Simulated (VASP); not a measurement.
Here is a VASP 6.6.1 calculation.

File INCAR:

```
PREC     = Accurate       # precision mode
ENCUT    = 520            # plane-wave cutoff, eV
EDIFF    = 1E-7           # SCF threshold, eV
ISMEAR   = 0              # smearing method
SIGMA    = 0.1            # smearing width, eV
LREAL    = False          # projectors in reciprocal space
LASPH    = True           # aspherical terms in the spheres
NELM     = 80             # most SCF steps
ALGO     = Normal         # electronic algorithm
ISIF     = 2              # what is computed and relaxed
LWAVE    = False          # write WAVECAR
LCHARG   = True           # write CHGCAR
GGA      = PE             # functional
LELF     = True           # ELF
LVHAR    = True         
NBANDS   = 26             # bands
```

The input KPOINTS:

```
regular mesh
0
Gamma
  6 6 4
```

POSCAR

```
Ga2SiS
1.0
    2.7430012272      0.0000000000      0.0000000000
   -1.3715006136      2.3755087454      0.0000000000
    0.0000000000      0.0000000000     10.4075955602
Ga Si S
2 1 1
Direct
    0.0000000000      0.0000000000      0.7535476236
    0.0000000000      0.0000000000      0.2464523764
    0.0000000000      0.0000000000      0.0000000000
    0.0000000000      0.0000000000      0.5000000000
```

Potentials or basis: VASP PAW PBE potentials, release 64 (Ga_d, Si, S).

The run is started by

```sh
$ cat potpaw_PBE.64/Ga_d/POTCAR potpaw_PBE.64/Si/POTCAR potpaw_PBE.64/S/POTCAR > POTCAR
$ mpirun -np 1 vasp_std > vasp.out
```

(1) What does it give for the band gap on the k mesh?

(2) Predict the largest force.

(3) Predict the pressure.

Results:

(1) zero (band 18 reaches 9.72 eV, above the bottom of band 19 at 5.40 eV).

(2) 0.013 eV/Å.

(3) 0.1 GPa.

Caveat: the k points lie up to 0.44 Å⁻¹ apart.
